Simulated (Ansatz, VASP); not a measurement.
One calculation of CuO, two programs

```
CELL_PARAMETERS angstrom
3.28802 0.00000 0.00000
-1.64401 2.84751 0.00000
0.00000 0.00000 5.38502
ATOMIC_POSITIONS crystal
Cu 0.66667 0.33333 0.00000
Cu 0.33333 0.66667 0.50000
O 0.66667 0.33333 0.62520
O 0.33333 0.66667 0.12520
```

Alike in both runs: task single point; functional PBE-based screened hybrid; k mesh 5 × 5 × 3; occupations fermi-dirac, width 0.05 eV; no spin polarisation.

```csv
,VASP,Ansatz
version,VASP 6.6.1,Ansatz 0.2.0
potentials or method,"VASP PAW PBE potentials, release 64 (Cu, O)",Ansatz PAW
plane-wave cutoff (eV),520,420
valence electrons in the cell,34,50
```

|  | VASP | Ansatz | Ansatz less VASP |
| --- | --- | --- | --- |
| gap on the k mesh at the Fermi level (eV) | none | none | - |
| pressure (GPa) | -13.2 | -13.9 | -0.70 |
| traceless stress, the component that is largest in VASP (GPa) | 3.69 | 3.68 | -0.013 |
| rms of the force components (eV/Å) | 0.075 | 0.075 | +0.0002 |

VASP's potentials were made for PBE, not for PBE-based screened hybrid. Atom by atom the forces differ by 0.000 eV/Å (rms over components). A gap of «none» marks a metal or a gap that the smearing closes. VASP's potentials hold 34 valence electrons a cell and Ansatz's 50, so a difference there can come from the potentials and not from the codes.

The k mesh is coarse, so the values compare programs but aren't converged.
